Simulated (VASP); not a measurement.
Wanted: the native input for a VASP 6.6.1 run.

- Task: electric field gradients
- Functional: PBE
- Potentials or basis: VASP PAW PBE potentials, release 64 (Sr_sv, Y_sv, Bi_d, O)
- Cutoff: 520 eV
- k mesh: 3 × 3 × 3
- Occupations: fermi-dirac, width 0.02 eV
- Spin: no spin polarisation
- Dipole correction: no
- Further INCAR settings: LREAL = Auto; ALGO = Normal; EDIFF = 1e-08; NBANDS = 190

The structure of Sr2YBiO6 lies in POSCAR:

```
Sr2YBiO6
1.0
    8.5476660000      0.0000000000      0.0000000000
    0.0000000000      8.5476660000      0.0000000000
    0.0000000000      0.0000000000      8.5476660000
Sr Y Bi O
8 4 4 24
Direct
    0.5000000000      0.5000000000      0.5000000000
    0.0000000000      0.0000000000      0.0000000000
    0.0000000000      0.0000000000      0.5000000000
    0.0000000000      0.5000000000      0.0000000000
    0.5000000000      0.0000000000      0.0000000000
    0.5000000000      0.5000000000      0.0000000000
    0.5000000000      0.0000000000      0.5000000000
    0.0000000000      0.5000000000      0.5000000000
    0.2500000000      0.2500000000      0.2500000000
    0.2500000000      0.7500000000      0.7500000000
    0.7500000000      0.2500000000      0.7500000000
    0.7500000000      0.7500000000      0.2500000000
    0.7500000000      0.7500000000      0.7500000000
    0.7500000000      0.2500000000      0.2500000000
    0.2500000000      0.7500000000      0.2500000000
    0.2500000000      0.2500000000      0.7500000000
    0.2147239000      0.2939978000      0.5066567100
    0.2147239000      0.7060022000      0.4933432900
    0.7852761000      0.2939978000      0.4933432900
    0.7852761000      0.7060022000      0.5066567100
    0.2939978000      0.5066567100      0.2147239000
    0.7060022000      0.4933432900      0.2147239000
    0.2939978000      0.4933432900      0.7852761000
    0.7060022000      0.5066567100      0.7852761000
    0.5066567100      0.2147239000      0.2939978000
    0.4933432900      0.2147239000      0.7060022000
    0.4933432900      0.7852761000      0.2939978000
    0.5066567100      0.7852761000      0.7060022000
    0.2852761000      0.2060022000      0.9933432900
    0.2852761000      0.7939978000      0.0066567100
    0.7147239000      0.2060022000      0.0066567100
    0.7147239000      0.7939978000      0.9933432900
    0.2060022000      0.9933432900      0.2852761000
    0.7939978000      0.0066567100      0.2852761000
    0.2060022000      0.0066567100      0.7147239000
    0.7939978000      0.9933432900      0.7147239000
    0.9933432900      0.2852761000      0.2060022000
    0.0066567100      0.2852761000      0.7939978000
    0.0066567100      0.7147239000      0.2060022000
    0.9933432900      0.7147239000      0.7939978000
```

The input as run:

INCAR

```
SYSTEM = Sr2YBiO6
PREC = Accurate ; ENCUT = 520
EDIFF = 1E-8 ; ISMEAR = -1
SIGMA = 0.02 ; LREAL = Auto
LASPH = .True. ; NELM = 100
ALGO = Normal ; ISIF = 2
LWAVE = .False. ; LCHARG = .False.
GGA = PE ; LEFG = .True.
NBANDS = 190
```

KPOINTS

```
regular mesh
0
Gamma
  3 3 3
  0 0 0
```

Potentials or basis: VASP PAW PBE potentials, release 64 (Sr_sv, Y_sv, Bi_d, O).

The run is started by

```console
$ cat potpaw_PBE.64/Sr_sv/POTCAR potpaw_PBE.64/Y_sv/POTCAR potpaw_PBE.64/Bi_d/POTCAR potpaw_PBE.64/O/POTCAR > POTCAR
$ mpirun -np 1 vasp_std > vasp.out
```

It gave:

* Pressure: -1.2 GPa
* Largest force: 0.069 eV/Å
* Band gap on the k mesh: 1.99 eV, direct

Caveat: without QUAD_EFG the Cq values of the log hold for a quadrupole moment of 1 mb, not for the nuclei; spin-orbit coupling is left out, which moves the levels of the heavy elements.

Wall time 19 min on 1 thread of Intel(R) Xeon(R) 6975P-C (Granite Rapids) (shared host), peak memory 0.76 GiB.
